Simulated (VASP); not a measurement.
Input of a VASP 6.6.1 run:

INCAR

```
PREC = Accurate
ENCUT = 520
EDIFF = 1E-7
ISMEAR = -1
SIGMA = 0.36
LREAL = Auto
LASPH = True
NELM = 60
ALGO = Normal
ISIF = 2
LWAVE = False
LCHARG = False
GGA = PS
NBANDS = 86
```

The input KPOINTS:

```
regular mesh
0
Gamma
  2 2 2
```

POSCAR

```
WC
1.0
   -2.8834410000     -4.9942670000      0.0000000000
    4.3251620000     -2.4971330000      0.0000000000
    0.0000000000      0.0000000000      5.6639840000
W C
8 8
Direct
    0.7946278912      0.4722280093     -0.0161900175
    0.7785509842      0.4754286263      0.5028969008
    0.5325831289     -0.0375079523     -0.0259534631
    0.5136345532     -0.0219564193      0.4897789259
    0.2371084961      0.4978977341     -0.0011122913
    0.2876255788      0.5429510817      0.4932746985
    0.0485843979      0.0024253993      0.0186088096
    0.0422040143     -0.0212956682      0.4978474515
    0.5012907861      0.6284486929      0.2302972607
    0.5095873180      0.5919928470      0.7955177839
    0.2704423234      0.1882714413      0.2678503329
    0.2644967390      0.1611178359      0.7182576787
    0.0405756835      0.6464029762      0.2492238679
    0.0246242960      0.5969724844      0.7295041794
    0.7814495518      0.1766555050      0.2624301199
    0.7808903602      0.1058113618      0.7386496855
```

Potentials or basis: VASP PAW PBE potentials, release 64 (W_sv, C).

Launch:

```sh
$ cat potpaw_PBE.64/W_sv/POTCAR potpaw_PBE.64/C/POTCAR > POTCAR
$ mpirun -np 1 vasp_std > vasp.out
```

Predict the pressure.

23.0 GPa.

Predict the band gap on the k mesh.

zero (bands 72 and 73 overlap by 0.10 eV).

Forces on the atoms (eV/Å):
```
W    1.987  3.809  3.255
W    1.340  1.372 -1.310
W    1.645 -0.205  3.313
W    0.793 -4.138 -0.654
W   -6.208 -3.858 -0.630
W   -7.982  5.277  1.874
W    0.043  3.138 -2.831
W    3.089  3.171 -0.174
C    0.684 -5.094 -0.466
C    1.210 -3.239 -3.614
C   -1.571  0.035 -1.474
C   -1.304 -1.147  2.903
C    4.071  1.796  0.731
C    3.368 -1.153  0.384
C   -2.347  1.284 -1.815
C    1.181 -1.050  0.507
```

Caveat: the k points lie up to 0.63 Å⁻¹ apart; the atoms stand as in a frame of molecular dynamics; so wide a smearing shifts energies and pressures; the PAW data sets were made with another functional, which shifts forces and pressure a little; spin-orbit coupling is left out, which moves the levels of the heavy elements.
